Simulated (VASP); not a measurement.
Here is a VASP 6.6.1 calculation.

Contents of INCAR:

```
SYSTEM = HfO2
  PREC = Accurate
  ENCUT = 520
  EDIFF = 1E-7
  ISMEAR = 0
  SIGMA = 0.01
  LREAL = .FALSE.
  LASPH = .TRUE.
  NELM = 100
  ALGO = Normal
  ISIF = 2
  LWAVE = .FALSE.
  LCHARG = .FALSE.
  GGA = PE
  NBANDS = 18
```

KPOINTS

```
Automatic mesh
0
G
  6 6 6
  0 0 0
```

POSCAR

```
HfO2
1.0
    0.0000000000      2.6239580902      2.6239580902
    2.6239580902      0.0000000000      2.6239580902
    2.6239580902      2.6239580902      0.0000000000
Hf O
1 2
Direct
    0.0000000000      0.0000000000      0.0000000000
    0.2500000000      0.2500000000      0.2500000000
    0.7500000000      0.7500000000      0.7500000000
```

Potentials or basis: VASP PAW PBE potentials, release 64 (Hf_pv, O).

Launch:

```console
$ cat potpaw_PBE.64/Hf_pv/POTCAR potpaw_PBE.64/O/POTCAR > POTCAR
$ mpirun -np 1 vasp_std > vasp.out
```

Predict the pressure.

-20.7 GPa.

Estimate the band gap on the k mesh.

3.52 eV, direct.

Caveat: spin-orbit coupling is left out, which moves the levels of the heavy elements. PBE gaps usually lie below the measured ones, often by a third to a half.
